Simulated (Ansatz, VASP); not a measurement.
ZrB2: VASP beside Ansatz

```
CELL_PARAMETERS angstrom
3.13569 0.00000 0.00000
-1.56785 2.71559 0.00000
0.00000 0.00000 3.48632
ATOMIC_POSITIONS crystal
Zr 0.00000 0.00000 0.00000
B 0.33333 0.66667 0.50000
B 0.66667 0.33333 0.50000
```

Alike in both runs: functional LDA; k mesh 9 × 9 × 6; occupations gaussian, width 0.1 eV; no spin polarisation.

Ansatz relaxed the structure, and its values are those at the end. VASP's run is a single point on that final structure, the one shown.

|  | VASP | Ansatz |
| --- | --- | --- |
| version | VASP 6.6.1 | Ansatz 0.2.0 |
| potentials or method | VASP PAW LDA potentials, release 64 (Zr_sv, B), cutoff 520 eV | scalar-relativistic, plane waves, PAW |
| valence electrons in the cell | 18 | 18 |

```csv
,VASP,Ansatz,Ansatz less VASP
gap on the k mesh at the Fermi level (eV),none,none,-
pressure (GPa),0.3,-0.2,-0.46
```

Ansatz warns that its potentials were made for another functional, while VASP's fit it. LDA's correlation is that of Perdew and Zunger in VASP and of Perdew and Wang (1992) in Ansatz. A gap of «none» marks a metal or a gap that the smearing closes.
